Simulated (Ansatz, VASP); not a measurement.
**CdTe in VASP and in Ansatz**

```
Cd Te
1.0
     0.00000    3.06462    3.32101
     3.32101    0.00000    3.32101
     3.32101    3.06462    0.00000
Cd Te
1 1
Direct
  0.00000 0.00000 0.00000
  0.75000 0.75000 0.75000
```

Alike in both runs: task single point; functional LDA; k mesh 8 × 8 × 8; occupations gaussian, width 0.05 eV; no spin polarisation.

```csv
,VASP,Ansatz
version,VASP 6.6.1,Ansatz 0.2.0
potentials or method,"VASP PAW LDA potentials, release 64 (Cd, Te), cutoff 520 eV","scalar-relativistic, plane waves, PAW"
valence electrons in the cell,18,36
```

```tsv
	VASP	Ansatz	Ansatz less VASP
gap on the k mesh at the Fermi level (eV)	0.40	0.36	-0.041
least direct gap on the mesh (eV)	0.40	0.36	-0.041
pressure (GPa)	-1.0	-1.3	-0.24
traceless stress, the component that is largest in VASP (GPa)	0.88	0.90	+0.013
```

LDA's correlation is that of Perdew and Zunger in VASP and of Perdew and Wang (1992) in Ansatz. VASP's potentials hold 18 valence electrons a cell and Ansatz's 36, so a difference there can come from the potentials and not from the codes.

Spin-orbit coupling is off throughout.
